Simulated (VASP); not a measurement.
# Ga6AsP5 (Pmm2) in VASP: further runs, part 2 of 2

VASP 6.6.1. The steps go on from the part before.

## (3) Single point, PBE

The input, INCAR:

```
SYSTEM = Ga6AsP5
PREC = Accurate
ENCUT = 520
EDIFF = 1E-6
ISMEAR = 0
SIGMA = 0.1
LREAL = .FALSE.
LASPH = .TRUE.
NELM = 100
ALGO = Normal
ISIF = 2
LWAVE = .FALSE.
LCHARG = .TRUE.
GGA = PE
LVHAR = .TRUE.
NBANDS = 66
KPAR = 4
```

The input, KPOINTS:

```
regular mesh
0
G
  8 6 4
  0 0 0
```

The input, POSCAR:

```
Ga6AsP5
1.0
   -3.9208493966      0.0000000000      0.0000000000
    0.0000000000      5.5436440020      0.0000000000
    0.0000000000      0.0000000000    -11.7624468934
Ga As P
6 1 5
Direct
    0.0000000000      0.0034325892      0.0059260783
    0.5000000000      0.4857469536      0.8333333333
    0.0000000000      0.0034325892      0.6607405884
    0.5000000000      0.5025030471      0.4987320392
    0.0000000000      0.0022533436      0.3333333333
    0.5000000000      0.5025030471      0.1679346275
    0.0000000000      0.7502384927      0.8333333333
    0.5000000000      0.2495733963      0.6634516308
    1.0000000000      0.7499615428      0.4975449470
    0.5000000000      0.2508200593      0.3333333333
    1.0000000000      0.7499615428      0.1691217196
    0.5000000000      0.2495733963      1.0032150358
```

Potentials or basis: VASP PAW PBE potentials, release 64 (Ga_d, As, P).

Started as:

```bash
$ cat potpaw_PBE.64/Ga_d/POTCAR potpaw_PBE.64/As/POTCAR potpaw_PBE.64/P/POTCAR > POTCAR
$ mpirun -np 4 vasp_std > vasp.out
```

OUTCAR:

```text
SYSTEM = Ga6AsP5
   PREC = Accurate
   ENCUT = 520
   EDIFF = 1E-6
   ISMEAR = 0
   LREAL = .FALSE.
   LASPH = .TRUE.
   NELM = 100
   ISIF = 2
   GGA = PE

 ion  position               nearest neighbor table
   1  0.000  0.003  0.006-  11 2.38  12 2.39  12 2.39   7 2.47
   2  0.500  0.486  0.833-   8 2.39  12 2.39   7 2.45   7 2.45
   3  0.000  0.003  0.661-   9 2.38   8 2.39   8 2.39   7 2.47
   4  0.500  0.503  0.499-   8 2.39   9 2.39   9 2.39  10 2.39
   5  0.000  0.002  0.333-  11 2.38   9 2.38  10 2.40  10 2.40
   6  0.500  0.503  0.168-  12 2.39  11 2.39  11 2.39  10 2.39
   7  0.000  0.750  0.833-   2 2.45   2 2.45   3 2.47   1 2.47
   8  0.500  0.250  0.663-   3 2.39   3 2.39   2 2.39   4 2.39
   9  0.000  0.750  0.498-   3 2.38   5 2.38   4 2.39   4 2.39
  10  0.500  0.251  0.333-   6 2.39   4 2.39   5 2.40   5 2.40
  11  0.000  0.750  0.169-   1 2.38   5 2.38   6 2.39   6 2.39
  12  0.500  0.250  0.003-   1 2.39   1 2.39   2 2.39   6 2.39

  LATTYP: Found a simple orthorhombic cell.
 ALAT       =     3.9208493966
 B/A-ratio  =     1.4138885331
 C/A-ratio  =     2.9999741647

  Lattice vectors:

 A1 = (  -3.9208493966,   0.0000000000,   0.0000000000)
 A2 = (   0.0000000000,   5.5436440020,   0.0000000000)
 A3 = (   0.0000000000,   0.0000000000, -11.7624468934)

Analysis of symmetry for initial positions (statically):
=====================================================================
 Subroutine PRICEL returns:
 Original cell was already a primitive cell.

 Routine SETGRP: Setting up the symmetry group for a
 simple orthorhombic supercell.

 Subroutine GETGRP returns: Found  4 space group operations
 (whereof  2 operations were pure point group operations)
 out of a pool of  8 trial point group operations.

The static configuration has the point symmetry C_1h.
 The point group associated with its full space group is C_2v.

Analysis of symmetry for dynamics (positions and initial velocities):
=====================================================================
 Subroutine PRICEL returns:
 Original cell was already a primitive cell.

 Routine SETGRP: Setting up the symmetry group for a
[... 163 lines left out ...]
 NGX is ok and might be reduce to    30
   NGX = 15   NGY = 21   NGZ = 43

 number of electron     107.9999942 magnetization

 Free energy of the ion-electron system (eV)
  ---------------------------------------------------
  ext. energy  EPLUGINS =         0.00000000
  ---------------------------------------------------
  free energy    TOTEN  =       -53.86350584 eV

  energy without entropy =      -53.86350584  energy(sigma->0) =      -53.86350584

 E-fermi :   4.7257     XC(G=0):  -9.6451

 val. band max:        4.2828065164   @ k =   0.0000   0.0000   0.0000
 cond. band min:       5.5282165532   @ k =   0.0000   0.0000   0.0000
 fundamental gap:      1.2454100368
 Fermi energy:         4.7257379165

 k-point     1 :       0.0000    0.0000    0.0000
  band No.  band energies     occupation
      1     -10.4576      2.00000
      2     -10.4355      2.00000
      3     -10.4246      2.00000
      4     -10.3914      2.00000
      5     -10.3899      2.00000
      6     -10.3585      2.00000
[... 1645 lines left out ...]
     65       8.2966      0.00000
     66       9.6243      0.00000

 [... further k-points ...]

------------------------ aborting loop because EDIFF is reached ----------------------------------------

  FORCE on cell =-STRESS in cart. coord.  units (eV):
  Direction    XX          YY          ZZ          XY          YZ          ZX
  --------------------------------------------------------------------------------------
  -------------------------------------------------------------------------------------
  Total        0.0440985      0.0508280      0.0679885      0.0000000      0.0000000      0.0000000
  in kB        0.2763510      0.3185228      0.4260622      0.0000000      0.0000000      0.0000000
  external PRESSURE =       0.3403120 kB  Pullay stress =       0.0000000 kB

 VOLUME and BASIS-vectors are now :
 -----------------------------------------------------------------------------
  energy-cutoff  :      520.00
  volume of cell :      255.67
      direct lattice vectors                 reciprocal lattice vectors
    -3.920849397  0.000000000  0.000000000    -0.255046777  0.000000000  0.000000000
     0.000000000  5.543644002  0.000000000     0.000000000  0.180386764  0.000000000
     0.000000000  0.000000000-11.762446893     0.000000000  0.000000000 -0.085016324

 POSITION                                       TOTAL-FORCE (eV/Angst)
 -----------------------------------------------------------------------------------
      0.00000      0.01903     -0.06971         0.000000      0.004705     -0.013613
     -1.96042      2.69281     -9.80204         0.000000     -0.015542     -0.000000
      0.00000      0.01903     -7.77193         0.000000      0.004705      0.013613
     -1.96042      2.78570     -5.86631         0.000000     -0.002235     -0.000897
      0.00000      0.01249     -3.92082         0.000000     -0.001923     -0.000000
     -1.96042      2.78570     -1.97532         0.000000     -0.002235      0.000897
      0.00000      4.15906     -9.80204         0.000000     -0.004376     -0.000000
     -1.96042      1.38355     -7.80381         0.000000      0.002839      0.001586
      0.00000      4.15752     -5.85235         0.000000      0.005919     -0.000056
     -1.96042      1.39046     -3.92082         0.000000     -0.000614     -0.000000
      0.00000      4.15752     -1.98929         0.000000      0.005919      0.000056
     -1.96042      1.38355     -0.03782         0.000000      0.002839     -0.001586
 -----------------------------------------------------------------------------------
    total drift:                               -0.000000     -0.000547     -0.000042

  FREE ENERGIE OF THE ION-ELECTRON SYSTEM (eV)
  ---------------------------------------------------
  free  energy   TOTEN  =       -53.8635058384 eV

  energy  without entropy=      -53.8635058384  energy(sigma->0) =      -53.86350584
```

OSZICAR:

```text
N       E                     dE             d eps       ncg     rms          rms(c)
DAV:   1     0.107970545537E+04    0.10797E+04   -0.47708E+04  8756   0.239E+03
DAV:   2     0.156915766950E+03   -0.92279E+03   -0.88762E+03  8224   0.673E+02
DAV:   3    -0.388811750750E+02   -0.19580E+03   -0.18649E+03  9540   0.201E+02
DAV:   4    -0.544359496576E+02   -0.15555E+02   -0.15336E+02  9476   0.553E+01
DAV:   5    -0.553002457746E+02   -0.86430E+00   -0.86186E+00 11678   0.131E+01    0.965E+00
DAV:   6    -0.539726328776E+02    0.13276E+01   -0.28845E+00 11414   0.143E+01    0.586E+00
DAV:   7    -0.538635949739E+02    0.10904E+00   -0.13938E+00  9506   0.438E+00    0.208E+00
DAV:   8    -0.538609155950E+02    0.26794E-02   -0.24755E-01 10190   0.647E+00    0.284E-01
DAV:   9    -0.538621264356E+02   -0.12108E-02   -0.32776E-02  9646   0.306E+00    0.134E-01
DAV:  10    -0.538627389578E+02   -0.61252E-03   -0.84019E-03 11028   0.980E-01    0.752E-02
DAV:  11    -0.538633076689E+02   -0.56871E-03   -0.24090E-03  9200   0.528E-01    0.363E-02
DAV:  12    -0.538634635515E+02   -0.15588E-03   -0.58472E-04  9414   0.381E-01    0.160E-02
DAV:  13    -0.538634918791E+02   -0.28328E-04   -0.21946E-04  9532   0.153E-01    0.106E-02
DAV:  14    -0.538635022732E+02   -0.10394E-04   -0.60905E-05  8962   0.112E-01    0.604E-03
DAV:  15    -0.538635055661E+02   -0.32928E-05   -0.33577E-05  9504   0.684E-02    0.257E-03
DAV:  16    -0.538635058384E+02   -0.27238E-06   -0.54215E-06  7294   0.360E-02
   1 F= -.53863506E+02 E0= -.53863506E+02  d E =-.192080E-11
```

Wall time 8.4 min (4 MPI ranks of Oxide Virtual Turin-like, shared host); peak memory 0.84 GiB.

Results:

| Item | Value |
| --- | --- |
| Free energy | -53.8635 eV |
| Pressure | 0.0 GPa |
| Largest force | 0.016 eV/Å |
| Band gap on the k mesh | 1.25 eV |

Forces in eV/Å, atoms in the order of the input:
```
Ga   0.000  0.005 -0.014
Ga   0.000 -0.016  0.000
Ga   0.000  0.005  0.014
Ga   0.000 -0.002 -0.001
Ga   0.000 -0.002  0.000
Ga   0.000 -0.002  0.001
As   0.000 -0.004  0.000
P    0.000  0.003  0.002
P    0.000  0.006  0.000
P    0.000 -0.001  0.000
P    0.000  0.006  0.000
P    0.000  0.003 -0.002
```

A k mesh can miss the band edges. Expect the measured gap to be larger: semilocal functionals such as PBE lack the derivative discontinuity.
